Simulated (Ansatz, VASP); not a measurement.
Ge: VASP beside Ansatz

File INCAR:

```
SYSTEM = Ge
PREC = Accurate
ENCUT = 520
EDIFF = 1E-6
ISMEAR = -1
SIGMA = 0.1
LREAL = .FALSE.
LASPH = .TRUE.
NELM = 60
ALGO = Normal
ISIF = 2
LWAVE = .FALSE.
LCHARG = .TRUE.
GGA = CA
LELF = .TRUE.
LVHAR = .TRUE.
NBANDS = 13
```

The input KPOINTS:

```
regular mesh
0
G
  13 13 13
  0 0 0
```

The input POSCAR:

```
Ge
1.0
    2.6466420240      0.0000000000      0.0000000000
    0.0000000000      2.6466420240      0.0000000000
    0.0000000000      0.0000000000      2.6466420240
Ge
1
Direct
    0.0000000000      0.0000000000      0.0000000000
```

Input for Ansatz:

```yaml
crystal:
  lattice:
    - [2.646642024, 0.0, 0.0]
    - [0.0, 2.646642024, 0.0]
    - [0.0, 0.0, 2.646642024]
  atoms:
    - { symbol: Ge, position: [0.0, 0.0, 0.0] }
hamiltonian:
  xc: lda
  pseudopotentials:
    kind: paw
    azcp:
      Ge: "pseudopotentials/Ge.paw.azcp"
basis:
  ecutwfc: 420
  fft_grid_basis: typed
kpoints:
  mp_grid: { grid: [13, 13, 13], shift: [0, 0, 0] }
magnetization:
  spin_polarized: false
scf:
  occupations: { method: fermi_dirac, width: 0.1 }
  lower_state_search: "off"
output:
  stress: true
```

Alike in both runs: task single point; functional LDA; k mesh 13 × 13 × 13; occupations fermi-dirac, width 0.1 eV; no spin polarisation.

|  | VASP | Ansatz |
| --- | --- | --- |
| version | VASP 6.6.1 | Ansatz 0.2.0 |
| potentials or method | VASP PAW LDA potentials, release 64 (Ge_d), cutoff 520 eV | plane waves (420 eV) with PAW, scalar-relativistic |
| valence electrons in the cell | 14 | 14 |

|  | VASP | Ansatz | Ansatz less VASP |
| --- | --- | --- | --- |
| pressure (GPa) | 0.0 | 0.0 | -0.07 |

Ansatz warns that its potentials were made for another functional, while VASP's fit it. LDA's correlation is that of Perdew and Zunger in VASP and of Perdew and Wang (1992) in Ansatz.
